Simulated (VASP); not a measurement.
# MoSe (Fm-3m) in VASP: notebook

MoSe is run at these levels: PBE; tasks: single point.

All numbers are computed with VASP 6.6.1; they aren't measurements. Logs are shortened: lines on timing, memory, paths and dates and some standing lists are left out, and cuts for length are marked.

**1. The cell of the first run**

It takes space group Fm-3m (No. 225, cubic). The conventional cell has a = 5.150 Å, b = 5.150 Å, c = 5.150 Å, α = 90.00°, β = 90.00°, γ = 90.00°. Within 3.4 Å of Mo (site symmetry m-3m) lie 6 Se at 2.57 Å. Se (site symmetry m-3m) has 6 Mo at 2.57 Å within 3.4 Å.

**2. Single point, PBE**

Contents of INCAR:

```
SYSTEM = MoSe
  PREC = Accurate
  ENCUT = 500
  EDIFF = 1E-6
  ISMEAR = 0
  SIGMA = 0.1
  LREAL = .FALSE.
  LASPH = .TRUE.
  NELM = 120
  ALGO = Normal
  ISIF = 2
  LWAVE = .FALSE.
  LCHARG = .FALSE.
  GGA = PE
  NBANDS = 17
  GGA_COMPAT = .FALSE.
```

Contents of KPOINTS:

```
regular mesh
0
G
  14 14 14
  0 0 0
```

Contents of POSCAR:

```
MoSe
1.0
    0.0000000000      2.5748859346      2.5748859346
    2.5748859346      0.0000000000      2.5748859346
    2.5748859346      2.5748859346      0.0000000000
Mo Se
1 1
Direct
    0.0000000000      0.0000000000      0.0000000000
    0.5000000000      0.5000000000      0.5000000000
```

Potentials or basis: VASP PAW PBE potentials, release 64 (Mo_sv, Se).

Started as:

```
$ cat potpaw_PBE.64/Mo_sv/POTCAR potpaw_PBE.64/Se/POTCAR > POTCAR
$ mpirun -np 1 vasp_std > vasp.out
```

OUTCAR:

```text
SYSTEM = MoSe
   PREC = Accurate
   ENCUT = 500
   EDIFF = 1E-6
   ISMEAR = 0
   LREAL = .FALSE.
   LASPH = .TRUE.
   NELM = 120
   ISIF = 2
   GGA = PE

 ion  position               nearest neighbor table
   1  0.000  0.000  0.000-   2 2.57   2 2.57   2 2.57   2 2.57   2 2.57   2 2.57
   2  0.500  0.500  0.500-   1 2.57   1 2.57   1 2.57   1 2.57   1 2.57   1 2.57

  LATTYP: Found a face centered cubic cell.
 ALAT       =     5.1497718692

  Lattice vectors:

 A1 = (   0.0000000000,   2.5748859346,   2.5748859346)
 A2 = (   2.5748859346,   0.0000000000,   2.5748859346)
 A3 = (   2.5748859346,   2.5748859346,   0.0000000000)

Analysis of symmetry for initial positions (statically):
=====================================================================
 Subroutine PRICEL returns:
 Original cell was already a primitive cell.

 Routine SETGRP: Setting up the symmetry group for a
 face centered cubic supercell.

 Subroutine GETGRP returns: Found 48 space group operations
 (whereof 48 operations were pure point group operations)
 out of a pool of 48 trial point group operations.

The static configuration has the point symmetry O_h .

Analysis of symmetry for dynamics (positions and initial velocities):
=====================================================================
 Subroutine PRICEL returns:
 Original cell was already a primitive cell.

 Routine SETGRP: Setting up the symmetry group for a
 face centered cubic supercell.

 Subroutine GETGRP returns: Found 48 space group operations
 (whereof 48 operations were pure point group operations)
 out of a pool of 48 trial point group operations.

The dynamic configuration has the point symmetry O_h .

 Subroutine INISYM returns: Found 48 space group operations
 (whereof 48 operations are pure point group operations),
 and found     1 'primitive' translations

----------------------------------------------------------------------------------------

                                     Primitive cell

  volume of cell :      34.1432

  direct lattice vectors                    reciprocal lattice vectors
     0.000000000  2.574885935  2.574885935    -0.194183359  0.194183359  0.194183359
     2.574885935  0.000000000  2.574885935     0.194183359 -0.194183359  0.194183359
     2.574885935  2.574885935  0.000000000     0.194183359  0.194183359 -0.194183359

  length of vectors
     3.641438610  3.641438610  3.641438610     0.336335444  0.336335444  0.336335444

  position of ions in fractional coordinates (direct lattice)
     0.000000000  0.000000000  0.000000000
     0.500000000  0.500000000  0.500000000

  ion indices of the primitive-cell ions
   primitive index   ion index
                 1           1
                 2           2

----------------------------------------------------------------------------------------

 KPOINTS: regular mesh

Automatic generation of k-mesh.
 Grid dimensions read from file:
 generate k-points for:   14   14   14

 Generating k-lattice:

  Cartesian coordinates                     Fractional coordinates (reciprocal lattice)
    -0.013870240  0.013870240  0.013870240     0.071428571  0.000000000  0.000000000
     0.013870240 -0.013870240  0.013870240     0.000000000  0.071428571  0.000000000
     0.013870240  0.013870240 -0.013870240     0.000000000  0.000000000  0.071428571

  Length of vectors
     0.024023960  0.024023960  0.024023960

  Shift w.r.t. Gamma in fractional coordinates (k-lattice)
     0.000000000  0.000000000  0.000000000

 Subroutine IBZKPT returns following result:
 ===========================================

 Found    104 irreducible k-points:

 Following reciprocal coordinates:
            Coordinates               Weight
  0.000000  0.000000  0.000000      1.000000
  0.071429  0.000000  0.000000      8.000000
  0.142857  0.000000  0.000000      8.000000
  0.214286  0.000000  0.000000      8.000000
  0.285714  0.000000  0.000000      8.000000
  0.357143  0.000000  0.000000      8.000000
[... 16 lines left out ...]
  0.214286  0.142857  0.000000     24.000000
  0.285714  0.142857  0.000000     24.000000
 [... further k-points ...]
   k-points           NKPTS =    104   k-points in BZ     NKDIM =    104   number of bands    NBANDS=     17
   number of dos      NEDOS =    301   number of ions     NIONS =      2
   total plane-waves  NPLWV =  21952
   dimension x,y,z NGX =    28 NGY =   28 NGZ =   28
   dimension x,y,z NGXF=    56 NGYF=   56 NGZF=   56
   ions per type =               1   1
   NGX,Y,Z   is equivalent  to a cutoff of  12.78, 12.78, 12.78 a.u.
   NGXF,Y,Z  is equivalent  to a cutoff of  25.57, 25.57, 25.57 a.u.
 SYSTEM =  MoSe
   PREC   = accura    normal or accurate (medium, high low for compatibility)
   ISTART =      0    job   : 0-new  1-cont  2-samecut
   ICHARG =      2    charge: 1-file 2-atom 10-const
   ISPIN  =      1    spin polarized calculation?
   LNONCOLLINEAR =      F non collinear calculations
   LSORBIT =      F    spin-orbit coupling
   LASPH  =      T    aspherical Exc in radial PAW
   ENCUT  =  500.0 eV  36.75 Ry    6.06 a.u.   6.64  6.64  6.64*2*pi/ulx,y,z
   NELM   =    120;   NELMIN=  2; NELMDL= -5     # of ELM steps
   EDIFF  = 0.1E-05   stopping-criterion for ELM
   LREAL  =      F    real-space projection
   EDIFFG = 0.1E-04   stopping-criterion for IOM
   NSW    =      0    number of steps for IOM
   IBRION =     -1    ionic relax: 0-MD 1-quasi-New 2-CG
   NFREE  =      0    steps in history (QN), initial steepest desc. (CG)
   ISIF   =      2    stress and relaxation
   ISYM   =      2    0-nonsym 1-usesym 2-fastsym
   POTIM  = 0.5000    time-step for ionic-motion
   TEBEG  =    0.0;   TEEND  =   0.0 temperature during run
   PSTRESS=    0.0 pullay stress
   NELECT =      20.0000    total number of electrons
   NUPDOWN=      -1.0000    fix difference up-down
   EMIN   =  10.00;   EMAX   =-10.00  energy-range for DOS
   EFERMI =   0.00;   METHOD = LEGACY
   ISMEAR =     0;   SIGMA  =   0.10  broadening in eV -4-tet -1-fermi 0-gaus
   EFERMI_NEDOS =   21; number of points for ismear=-14 and -15
   IALGO  =     38    algorithm
   IMIX   =      4    mixing-type and parameters
     AMIX     =   0.40;   BMIX     =  1.00
     AMIX_MAG =   1.60;   BMIX_MAG =  1.00
  volume/ion in A,a.u.               =      17.07       115.20
  Fermi-wavevector in a.u.,A,eV,Ry     =   1.369778  2.588505 25.528497  1.876292
  Thomas-Fermi vector in A             =   2.495623
   LORBIT       =      0    0 simple, 1 ext, 2 COOP (PROOUT), +10 PAW based schemes
   GGA     = PE    functional components
   LHFCALC =     F    Hartree Fock is set to
   AEXX    =    0.0000 exact exchange contribution
   IVDW    =     0    specifies the selected vdW correction
   LEPSILON=     F    determine dielectric tensor
   LRPA    =     F    only Hartree local field effects (RPA)
 non-spin polarized calculation
 Gauss-broadening in eV      SIGMA  =   0.10
  energy-cutoff  :      500.00
  volume of cell :       34.14
 maximum number of plane-waves:       893
   NGX = 13   NGY = 13   NGZ = 13

 number of electron      20.0000001 magnetization

 Free energy of the ion-electron system (eV)
  ---------------------------------------------------
  ext. energy  EPLUGINS =         0.00000000
  ---------------------------------------------------
  free energy    TOTEN  =       -13.26673567 eV

  energy without entropy =      -13.25305631  energy(sigma->0) =      -13.25989599

 E-fermi :  10.1860     XC(G=0): -11.9884

 val. band max:       10.1840109399   @ k =   0.5000   0.2143   0.0714
 cond. band min:      10.1930566148   @ k =   0.5000   0.1429   0.0000
 fundamental gap:      0.0090456749
 Fermi energy:        10.1860129617

 k-point     1 :       0.0000    0.0000    0.0000
  band No.  band energies     occupation
      1     -51.0634      2.00000
      2     -25.1804      2.00000
      3     -25.1804      2.00000
      4     -25.1804      2.00000
      5      -6.0472      2.00000
      6       7.8897      2.00000
[... 9 lines left out ...]
     16      22.5480      0.00000
     17      22.5480      0.00000

 k-point     2 :       0.0714    0.0000    0.0000
  band No.  band energies     occupation
      1     -51.0629      2.00000
      2     -25.1876      2.00000
      3     -25.1810      2.00000
      4     -25.1810      2.00000
      5      -5.9801      2.00000
      6       7.0590      2.00000
[... 9 lines left out ...]
     16      22.0825      0.00000
     17      22.2988      0.00000

 k-point     3 :       0.1429    0.0000    0.0000
  band No.  band energies     occupation
      1     -51.0616      2.00000
      2     -25.2079      2.00000
      3     -25.1826      2.00000
      4     -25.1826      2.00000
      5      -5.7851      2.00000
      6       5.9335      2.00000
[... 9 lines left out ...]
     16      21.4699      0.00000
     17      21.5179      0.00000

 k-point     4 :       0.2143    0.0000    0.0000
  band No.  band energies     occupation
      1     -51.0596      2.00000
      2     -25.2370      2.00000
      3     -25.1850      2.00000
      4     -25.1850      2.00000
      5      -5.4827      2.00000
      6       4.7731      2.00000
[... 9 lines left out ...]
     16      20.3617      0.00000
     17      20.3617      0.00000

 k-point     5 :       0.2857    0.0000    0.0000
  band No.  band energies     occupation
      1     -51.0574      2.00000
      2     -25.2691      2.00000
      3     -25.1876      2.00000
      4     -25.1876      2.00000
      5      -5.1100      2.00000
      6       3.7000      2.00000
[... 9 lines left out ...]
     16      19.1148      0.00000
     17      19.1148      0.00000

 k-point     6 :       0.3571    0.0000    0.0000
  band No.  band energies     occupation
      1     -51.0554      2.00000
      2     -25.2978      2.00000
      3     -25.1899      2.00000
      4     -25.1899      2.00000
      5      -4.7280      2.00000
      6       2.8092      2.00000
[... 9 lines left out ...]
     16      17.9626      0.00000
     17      20.4056      0.00000

 k-point     7 :       0.4286    0.0000    0.0000
  band No.  band energies     occupation
      1     -51.0541      2.00000
      2     -25.3175      2.00000
      3     -25.1916      2.00000
      4     -25.1916      2.00000
      5      -4.4268      2.00000
      6       2.2017      2.00000
[... 9 lines left out ...]
     16      17.0335      0.00000
     17      21.8685      0.00000

 k-point     8 :       0.5000    0.0000    0.0000
  band No.  band energies     occupation
      1     -51.0536      2.00000
      2     -25.3245      2.00000
      3     -25.1921      2.00000
      4     -25.1921      2.00000
      5      -4.3094      2.00000
      6       1.9822      2.00000
[... 9 lines left out ...]
     16      16.5825      0.00000
     17      22.6146      0.00000
[... 203 lines left out ...]
      1     -51.0585      2.00000
      2     -25.2482      2.00000
      3     -25.1933      2.00000
      4     -25.1834      2.00000
      5      -5.3249      2.00000
      6       4.2796      2.00000
[... 9 lines left out ...]
     16      19.4776      0.00000
     17      20.1427      0.00000

 k-point    20 :      -0.1429    0.0714    0.0000
  band No.  band energies     occupation
      1     -51.0606      2.00000
      2     -25.2190      2.00000
      3     -25.1896      2.00000
      4     -25.1813      2.00000
      5      -5.6447      2.00000
      6       5.2901      2.00000
[... 9 lines left out ...]
     16      20.2406      0.00000
     17      21.5911      0.00000

 k-point    21 :      -0.0714    0.0714    0.0000
  band No.  band energies     occupation
      1     -51.0621      2.00000
      2     -25.1974      2.00000
      3     -25.1852      2.00000
      4     -25.1805      2.00000
      5      -5.8717      2.00000
      6       6.2797      2.00000
[... 9 lines left out ...]
     16      21.2371      0.00000
     17      21.9814      0.00000

 k-point    22 :       0.1429    0.1429    0.0000
  band No.  band energies     occupation
      1     -51.0609      2.00000
      2     -25.2046      2.00000
      3     -25.1895      2.00000
      4     -25.1895      2.00000
      5      -5.7186      2.00000
      6       5.1401      2.00000
[... 9 lines left out ...]
     16      20.9387      0.00000
     17      20.9392      0.00000

 k-point    23 :       0.2143    0.1429    0.0000
  band No.  band energies     occupation
      1     -51.0594      2.00000
      2     -25.2232      2.00000
      3     -25.1937      2.00000
      4     -25.1917      2.00000
      5      -5.5200      2.00000
      6       4.5041      2.00000
[... 9 lines left out ...]
     16      19.6285      0.00000
     17      20.4050      0.00000

 k-point    24 :       0.2857    0.1429    0.0000
  band No.  band energies     occupation
      1     -51.0575      2.00000
      2     -25.2495      2.00000
      3     -25.1974      2.00000
      4     -25.1941      2.00000
      5      -5.2396      2.00000
      6       3.8871      2.00000
[... 9 lines left out ...]
     16      19.0152      0.00000
     17      19.7534      0.00000

 [... further k-points ...]

------------------------ aborting loop because EDIFF is reached ----------------------------------------

  FORCE on cell =-STRESS in cart. coord.  units (eV):
  Direction    XX          YY          ZZ          XY          YZ          ZX
  --------------------------------------------------------------------------------------
  -------------------------------------------------------------------------------------
  Total        1.4043112      1.4043112      1.4043112      0.0000000      0.0000000     -0.0000000
  in kB       65.8976561     65.8976561     65.8976561      0.0000000      0.0000000     -0.0000000
  external PRESSURE =      65.8976561 kB  Pullay stress =       0.0000000 kB

 VOLUME and BASIS-vectors are now :
 -----------------------------------------------------------------------------
  energy-cutoff  :      500.00
  volume of cell :       34.14
      direct lattice vectors                 reciprocal lattice vectors
     0.000000000  2.574885935  2.574885935    -0.194183359  0.194183359  0.194183359
     2.574885935  0.000000000  2.574885935     0.194183359 -0.194183359  0.194183359
     2.574885935  2.574885935  0.000000000     0.194183359  0.194183359 -0.194183359

 POSITION                                       TOTAL-FORCE (eV/Angst)
 -----------------------------------------------------------------------------------
      0.00000      0.00000      0.00000         0.000000      0.000000      0.000000
      2.57489      2.57489      2.57489         0.000000      0.000000     -0.000000
 -----------------------------------------------------------------------------------
    total drift:                               -0.000000      0.000000      0.000000

  FREE ENERGIE OF THE ION-ELECTRON SYSTEM (eV)
  ---------------------------------------------------
  free  energy   TOTEN  =       -13.2667356658 eV

  energy  without entropy=      -13.2530563098  energy(sigma->0) =      -13.25989599
```

It took 38 s on 1 thread of Intel Xeon Platinum 8488C (Sapphire Rapids), shared host; peak memory 0.19 GiB.

Results:

- Free energy: -13.2667 eV
- Pressure: 6.6 GPa
- Band gap on the k mesh: zero (band 10 reaches 10.46 eV, above the bottom of band 11 at 8.09 eV)

**3. Single point, PBE**

This run uses another cell than the first one, of 17.78 Å³/atom, 1.042 times its volume.

Contents of INCAR:

```
  PREC = Accurate
  ENCUT = 500
  EDIFF = 1E-6
  ISMEAR = 0
  SIGMA = 0.1
  LREAL = False
  LASPH = True
  NELM = 120
  ALGO = Normal
  ISIF = 2
  LWAVE = False
  LCHARG = False
  GGA = PE
  NBANDS = 17
  GGA_COMPAT = False
```

Contents of KPOINTS:

```
regular mesh
0
Gamma
  14 14 14
```

Contents of POSCAR:

```
MoSe
1.0
    0.0000000000      2.6101627283      2.6101627283
    2.6101627283      0.0000000000      2.6101627283
    2.6101627283      2.6101627283      0.0000000000
Mo Se
1 1
Direct
    0.0000000000      0.0000000000      0.0000000000
    0.5000000000      0.5000000000      0.5000000000
```

Potentials or basis: VASP PAW PBE potentials, release 64 (Mo_sv, Se).

Started as:

```
$ cat potpaw_PBE.64/Mo_sv/POTCAR potpaw_PBE.64/Se/POTCAR > POTCAR
$ mpirun -np 1 vasp_std > vasp.out
```

It took 39 s on 1 thread of Intel Xeon Platinum 8488C (Sapphire Rapids), shared host; peak memory 0.2 GiB.

It converged, with:

```yaml
Free_energy: -13.2963 eV
Pressure: 0.3 GPa
Band_gap_on_the_k_mesh: zero (band 10 reaches 9.88 eV, above the bottom of band 11 at 7.67 eV)
```

Levels at points of the mesh, in eV from the Fermi level:
```csv
k point,band 7,band 8,band 9,band 10,band 11,band 12,band 13,band 14
"(0.00, 0.00, 0.00)",-2.27,-2.27,-1.95,-1.95,-1.95,-1.56,-1.56,2.72
"(0.50, 0.00, 0.00)",-5.56,-5.56,-0.07,-0.07,0.57,2.56,4.71,4.71
"(0.50, 0.50, 0.00)",-3.81,-3.81,-3.55,-0.71,0.53,0.53,1.40,2.70
```

(Continued in part 2 of 2.)
